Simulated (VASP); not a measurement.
# Cr (Im-3m) in VASP: further runs

Runs on Cr. Level: PBEsol. Tasks: single point.

Everything below comes from runs of VASP 6.6.1. Logs are shortened: lines on timing, memory, paths and dates and some standing lists are left out, and cuts for length are marked.

**1. The cell of the first run**

The structure is cubic, space group Im-3m (No. 229). The conventional cell has a = 2.969 Å, b = 2.969 Å, c = 2.969 Å, α = 90.00°, β = 90.00°, γ = 90.00°. Within 3.4 Å of Cr (site symmetry m-3m) lie 14 Cr at 2.57 to 2.97 Å.

**2. Single point, PBEsol**

Contents of INCAR:

```
SYSTEM = Cr
PREC = Accurate
ENCUT = 520
EDIFF = 1E-6
ISMEAR = -1
SIGMA = 0.1
LREAL = .FALSE.
LASPH = .TRUE.
NELM = 60
ALGO = Normal
ISIF = 2
LWAVE = .FALSE.
LCHARG = .TRUE.
GGA = PS
LELF = .TRUE.
LVHAR = .TRUE.
NBANDS = 19
```

Contents of KPOINTS:

```
Automatic mesh
0
G
  9 9 9
  0 0 0
```

Contents of POSCAR:

```
Cr
1.0
    2.9688990000      0.0000000000      0.0000000000
    0.0000000000      2.9688990000      0.0000000000
    0.0000000000      0.0000000000      2.9688990000
Cr
2
Direct
    0.0000000000      0.0000000000      0.0000000000
    0.5000000000      0.5000000000      0.5000000000
```

Potentials or basis: VASP PAW PBE potentials, release 64 (Cr_pv).

Command:

```sh
> cat potpaw_PBE.64/Cr_pv/POTCAR > POTCAR
> mpirun -np 1 vasp_std > vasp.out
```

OUTCAR:

```text
SYSTEM = Cr
   PREC = Accurate
   ENCUT = 520
   EDIFF = 1E-6
   ISMEAR = -1
   LREAL = .FALSE.
   LASPH = .TRUE.
   NELM = 60
   ISIF = 2
   GGA = PS

 ion  position               nearest neighbor table
   1  0.000  0.000  0.000-   2 2.57   2 2.57   2 2.57   2 2.57   2 2.57   2 2.57   2 2.57   2 2.57

   2  0.500  0.500  0.500-   1 2.57   1 2.57   1 2.57   1 2.57   1 2.57   1 2.57   1 2.57   1 2.57

  LATTYP: Found a simple cubic cell.
 ALAT       =     2.9688990000

  Lattice vectors:

 A1 = (   2.9688990000,   0.0000000000,   0.0000000000)
 A2 = (   0.0000000000,   2.9688990000,   0.0000000000)
 A3 = (   0.0000000000,   0.0000000000,   2.9688990000)

Analysis of symmetry for initial positions (statically):
=====================================================================
 Subroutine PRICEL returns following result:

  LATTYP: Found a body centered cubic cell.
 ALAT       =     2.9688990000

  Lattice vectors:

 A1 = (   1.4844495000,   1.4844495000,  -1.4844495000)
 A2 = (  -1.4844495000,   1.4844495000,   1.4844495000)
 A3 = (   1.4844495000,  -1.4844495000,   1.4844495000)

   2 primitive cells build up your supercell.

 Routine SETGRP: Setting up the symmetry group for a
 simple cubic supercell.

 Subroutine GETGRP returns: Found 48 space group operations
 (whereof 48 operations were pure point group operations)
 out of a pool of 48 trial point group operations.

The static configuration has the point symmetry O_h .

Analysis of symmetry for dynamics (positions and initial velocities):
=====================================================================
 Subroutine PRICEL returns following result:

  LATTYP: Found a body centered cubic cell.
 ALAT       =     2.9688990000

  Lattice vectors:

 A1 = (   1.4844495000,   1.4844495000,  -1.4844495000)
 A2 = (  -1.4844495000,   1.4844495000,   1.4844495000)
 A3 = (   1.4844495000,  -1.4844495000,   1.4844495000)

   2 primitive cells build up your supercell.

 Routine SETGRP: Setting up the symmetry group for a
 simple cubic supercell.

 Subroutine GETGRP returns: Found 48 space group operations
 (whereof 48 operations were pure point group operations)
 out of a pool of 48 trial point group operations.

The dynamic configuration has the point symmetry O_h .

 Subroutine INISYM returns: Found 48 space group operations
 (whereof 48 operations are pure point group operations),
 and found     2 'primitive' translations

----------------------------------------------------------------------------------------

                                     Primitive cell

  volume of cell :      13.0845

  direct lattice vectors                    reciprocal lattice vectors
     1.484449500  1.484449500 -1.484449500     0.336825200  0.336825200  0.000000000
    -1.484449500  1.484449500  1.484449500    -0.000000000  0.336825200  0.336825200
     1.484449500 -1.484449500  1.484449500     0.336825200  0.000000000  0.336825200

  length of vectors
     2.571141955  2.571141955  2.571141955     0.476342766  0.476342766  0.476342766

  position of ions in fractional coordinates (direct lattice)
     0.000000000  0.000000000  0.000000000

  ion indices of the primitive-cell ions
   primitive index   ion index
                 1           1

----------------------------------------------------------------------------------------

 KPOINTS: Automatic mesh

Automatic generation of k-mesh.
 Grid dimensions read from file:
 generate k-points for:    9    9    9

 Generating k-lattice:

  Cartesian coordinates                     Fractional coordinates (reciprocal lattice)
     0.037425022  0.000000000  0.000000000     0.111111111  0.000000000  0.000000000
     0.000000000  0.037425022  0.000000000     0.000000000  0.111111111  0.000000000
     0.000000000  0.000000000  0.037425022     0.000000000  0.000000000  0.111111111

  Length of vectors
     0.037425022  0.037425022  0.037425022

  Shift w.r.t. Gamma in fractional coordinates (k-lattice)
     0.000000000  0.000000000  0.000000000

 Subroutine IBZKPT returns following result:
 ===========================================

 Found     35 irreducible k-points:

 Following reciprocal coordinates:
            Coordinates               Weight
  0.000000  0.000000  0.000000      1.000000
  0.111111  0.000000  0.000000      6.000000
  0.222222  0.000000  0.000000      6.000000
  0.333333  0.000000  0.000000      6.000000
  0.444444  0.000000  0.000000      6.000000
  0.111111  0.111111  0.000000     12.000000
[... 16 lines left out ...]
  0.333333  0.333333  0.111111     24.000000
  0.444444  0.333333  0.111111     48.000000
 [... further k-points ...]
   k-points           NKPTS =     35   k-points in BZ     NKDIM =     35   number of bands    NBANDS=     19
   number of dos      NEDOS =    301   number of ions     NIONS =      2
   total plane-waves  NPLWV =  13824
   dimension x,y,z NGX =    24 NGY =   24 NGZ =   24
   dimension x,y,z NGXF=    48 NGYF=   48 NGZF=   48
   ions per type =               2
   NGX,Y,Z   is equivalent  to a cutoff of  13.44, 13.44, 13.44 a.u.
   NGXF,Y,Z  is equivalent  to a cutoff of  26.88, 26.88, 26.88 a.u.
 SYSTEM =  Cr
   PREC   = accura    normal or accurate (medium, high low for compatibility)
   ISTART =      0    job   : 0-new  1-cont  2-samecut
   ICHARG =      2    charge: 1-file 2-atom 10-const
   ISPIN  =      1    spin polarized calculation?
   LNONCOLLINEAR =      F non collinear calculations
   LSORBIT =      F    spin-orbit coupling
   LASPH  =      T    aspherical Exc in radial PAW
   ENCUT  =  520.0 eV  38.22 Ry    6.18 a.u.   5.52  5.52  5.52*2*pi/ulx,y,z
   NELM   =     60;   NELMIN=  2; NELMDL= -5     # of ELM steps
   EDIFF  = 0.1E-05   stopping-criterion for ELM
   LREAL  =      F    real-space projection
   EDIFFG = 0.1E-04   stopping-criterion for IOM
   NSW    =      0    number of steps for IOM
   IBRION =     -1    ionic relax: 0-MD 1-quasi-New 2-CG
   NFREE  =      0    steps in history (QN), initial steepest desc. (CG)
   ISIF   =      2    stress and relaxation
   ISYM   =      2    0-nonsym 1-usesym 2-fastsym
   POTIM  = 0.5000    time-step for ionic-motion
   TEBEG  =    0.0;   TEEND  =   0.0 temperature during run
   PSTRESS=    0.0 pullay stress
   NELECT =      24.0000    total number of electrons
   NUPDOWN=      -1.0000    fix difference up-down
   EMIN   =  10.00;   EMAX   =-10.00  energy-range for DOS
   EFERMI =   0.00;   METHOD = LEGACY
   ISMEAR =    -1;   SIGMA  =   0.10  broadening in eV -4-tet -1-fermi 0-gaus
   EFERMI_NEDOS =   21; number of points for ismear=-14 and -15
   IALGO  =     38    algorithm
   IMIX   =      4    mixing-type and parameters
     AMIX     =   0.40;   BMIX     =  1.00
     AMIX_MAG =   1.60;   BMIX_MAG =  1.00
  volume/ion in A,a.u.               =      13.08        88.30
  Fermi-wavevector in a.u.,A,eV,Ry     =   1.590559  3.005721 34.421085  2.529878
  Thomas-Fermi vector in A             =   2.689235
   LORBIT       =      0    0 simple, 1 ext, 2 COOP (PROOUT), +10 PAW based schemes
   GGA     = PS    functional components
   LHFCALC =     F    Hartree Fock is set to
   AEXX    =    0.0000 exact exchange contribution
   IVDW    =     0    specifies the selected vdW correction
   LEPSILON=     F    determine dielectric tensor
   LRPA    =     F    only Hartree local field effects (RPA)
 non-spin polarized calculation
  energy-cutoff  :      520.00
  volume of cell :       26.17
 maximum number of plane-waves:       739
 NGX is ok and might be reduce to    24
   NGX = 11   NGY = 11   NGZ = 11

 number of electron      24.0000016 magnetization

 Free energy of the ion-electron system (eV)
  ---------------------------------------------------
  ext. energy  EPLUGINS =         0.00000000
  ---------------------------------------------------
  free energy    TOTEN  =       -20.05208557 eV

  energy without entropy =      -19.98853297  energy(sigma->0) =      -20.02030927

 E-fermi :   9.1339     XC(G=0): -13.1165

 val. band max:        9.1303270437   @ k =   0.3333   0.1111   0.0000
 cond. band min:       9.1691148534   @ k =   0.4444   0.1111   0.0000
 fundamental gap:      0.0387878097
 Fermi energy:         9.1339490345

 k-point     1 :       0.0000    0.0000    0.0000
  band No.  band energies     occupation
      1     -34.0166      2.00000
      2     -34.0166      2.00000
      3     -34.0166      2.00000
      4     -33.5824      2.00000
      5     -33.5824      2.00000
      6     -33.5824      2.00000
[... 11 lines left out ...]
     18      16.1797      0.00000
     19      16.1819      0.00000

 k-point     2 :       0.1111    0.0000    0.0000
  band No.  band energies     occupation
      1     -34.0161      2.00000
      2     -34.0027      2.00000
      3     -34.0027      2.00000
      4     -33.6086      2.00000
      5     -33.5947      2.00000
      6     -33.5947      2.00000
[... 11 lines left out ...]
     18      16.1788      0.00000
     19      16.1819      0.00000

 k-point     3 :       0.2222    0.0000    0.0000
  band No.  band energies     occupation
      1     -34.0104      2.00000
      2     -33.9631      2.00000
      3     -33.9631      2.00000
      4     -33.6794      2.00000
      5     -33.6303      2.00000
      6     -33.6303      2.00000
[... 11 lines left out ...]
     18      15.2417      0.00000
     19      16.1826      0.00000

 k-point     4 :       0.3333    0.0000    0.0000
  band No.  band energies     occupation
      1     -33.9894      2.00000
      2     -33.9030      2.00000
      3     -33.9030      2.00000
      4     -33.7741      2.00000
      5     -33.6858      2.00000
      6     -33.6858      2.00000
[... 407 lines left out ...]
     18      12.4348      0.00000
     19      16.1809      0.00000

 k-point    23 :       0.3333    0.3333    0.1111
  band No.  band energies     occupation
      1     -34.1385      2.00000
      2     -34.0536      2.00000
      3     -33.8756      2.00000
      4     -33.7349      2.00000
      5     -33.6798      2.00000
      6     -33.6006      2.00000
[... 11 lines left out ...]
     18      13.9670      0.00000
     19      16.1764      0.00000

 k-point    24 :       0.4444    0.3333    0.1111
  band No.  band energies     occupation
      1     -34.1482      2.00000
      2     -34.1189      2.00000
      3     -33.8264      2.00000
      4     -33.7767      2.00000
      5     -33.6376      2.00000
      6     -33.6107      2.00000
[... 11 lines left out ...]
     18      12.7262      0.00000
     19      16.1783      0.00000

 [... further k-points ...]
[... 5 lines left out ...]
  --------------------------------------------------------------------------------------
  -------------------------------------------------------------------------------------
  Total       -5.2572553     -5.2572553     -5.2572553      0.0000000     -0.0000000      0.0000000
  in kB     -321.8721353   -321.8721353   -321.8721353      0.0000000     -0.0000000      0.0000000
  external PRESSURE =    -321.8721353 kB  Pullay stress =       0.0000000 kB

 VOLUME and BASIS-vectors are now :
 -----------------------------------------------------------------------------
  energy-cutoff  :      520.00
  volume of cell :       26.17
      direct lattice vectors                 reciprocal lattice vectors
     2.968899000  0.000000000  0.000000000     0.336825200  0.000000000  0.000000000
     0.000000000  2.968899000  0.000000000     0.000000000  0.336825200  0.000000000
     0.000000000  0.000000000  2.968899000     0.000000000  0.000000000  0.336825200

 POSITION                                       TOTAL-FORCE (eV/Angst)
 -----------------------------------------------------------------------------------
      0.00000      0.00000      0.00000         0.000000      0.000000      0.000000
      1.48445      1.48445      1.48445        -0.000000     -0.000000     -0.000000
 -----------------------------------------------------------------------------------
    total drift:                                0.000000      0.000000     -0.000000

  FREE ENERGIE OF THE ION-ELECTRON SYSTEM (eV)
  ---------------------------------------------------
  free  energy   TOTEN  =       -20.0520855694 eV

  energy  without entropy=      -19.9885329690  energy(sigma->0) =      -20.02030927
```

It took 33 s on 1 thread of AMD EPYC 7R13, shared host; peak memory 0.11 GiB.

What came out:

```
Free energy            : -20.0521 eV
Pressure               : -32.2 GPa
Band gap on the k mesh : zero (band 12 reaches 9.61 eV, above the bottom of band 13 at 9.03 eV)
```

Caveat: the PAW data sets were made with another functional, which shifts forces and pressure a little; the run has no spin polarisation, though such a crystal can be magnetic. Spin polarisation is off, so any magnetic state and its effect on volume and gap are missing.

**3. Single point, PBEsol, collinear spin, ferromagnetic start**

Contents of INCAR:

```
SYSTEM = Cr
  PREC = Accurate
  ENCUT = 520
  EDIFF = 1E-6
  ISMEAR = -1
  SIGMA = 0.1
  LREAL = .False.
  LASPH = .True.
  NELM = 150
  ALGO = Normal
  ISIF = 2
  LWAVE = .False.
  LCHARG = .False.
  ISPIN = 2
  MAGMOM = 3.6 3.6
  LORBIT = 11
  LMAXMIX = 4
  GGA = PS
  NBANDS = 23
```

Contents of KPOINTS:

```
Automatic mesh
0
Gamma
  9 9 9
  0 0 0
```

POSCAR is that of step 2.

Potentials or basis: VASP PAW PBE potentials, release 64 (Cr_pv).

Command:

```sh
> cat potpaw_PBE.64/Cr_pv/POTCAR > POTCAR
> mpirun -np 1 vasp_std > vasp.out
```

Wall time 80 s (1 thread of AMD EPYC 7R13, shared host); peak memory 0.13 GiB.

The run converged. Its results:

```
Free energy                                           : -20.0521 eV
Pressure                                              : -32.2 GPa
Band gap on the k mesh                                : zero (filled and empty bands overlap)
Net moment                                            : 0.00 μB per cell
Valence electrons inside the program's atomic spheres : Cr 10.81
```

Levels at points of the mesh, in eV from the Fermi level:
Spin up:
```
           k point  band 10  band 11  band 12  band 13  band 14  band 15
(0.00, 0.00, 0.00)    -0.75    -0.75    -0.75     0.97     0.97     2.08
```
Spin down:
```tsv
k point	band 10	band 11	band 12	band 13	band 14	band 15
(0.00, 0.00, 0.00)	-0.75	-0.75	-0.75	0.97	0.97	2.08
```

Caveat: the starting moments collapsed, and a magnetic state may lie lower; the PAW data sets were made with another functional, which shifts forces and pressure a little.

(Continued in part 2 of 2.)
